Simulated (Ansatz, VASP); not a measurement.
**SnO in VASP and in Ansatz**

```
CELL_PARAMETERS angstrom
2.69104 -2.69104 0.00000
2.69104 2.69104 0.00000
0.00000 0.00000 9.50469
ATOMIC_POSITIONS crystal
Sn 0.75000 0.25000 0.87121
Sn 0.25000 0.75000 0.12879
Sn 0.75000 0.25000 0.37121
Sn 0.25000 0.75000 0.62879
O 0.25000 0.25000 0.25000
O 0.75000 0.75000 0.75000
O 0.25000 0.25000 0.75000
O 0.75000 0.75000 0.25000
```

Alike in both runs: functional PBEsol; k mesh 10 × 10 × 4; occupations gaussian, width 0.02 eV; no spin polarisation.

Ansatz relaxed the structure, and its values are those at the end. VASP's run is a single point on that final structure, the one shown.

|  | VASP | Ansatz |
| --- | --- | --- |
| version | VASP 6.6.1 | Ansatz 0.2.0 |
| potentials or method | VASP PAW PBE potentials, release 64 (Sn_d, O), cutoff 520 eV | scalar-relativistic, plane waves, PAW |
| valence electrons in the cell | 80 | 80 |

|  | VASP | Ansatz | Ansatz less VASP |
| --- | --- | --- | --- |
| gap on the k mesh at the Fermi level (eV) | none | none | - |
| pressure (GPa) | 0.2 | 0.0 | -0.24 |
| rms of the force components (eV/Å) | 0.035 | 0.000 | -0.0348 |

VASP's potentials were made for PBE, not for PBEsol. A gap of «none» marks a metal or a gap that the smearing closes. With one functional, cell and mesh, what is left measures potentials, basis and numerics.
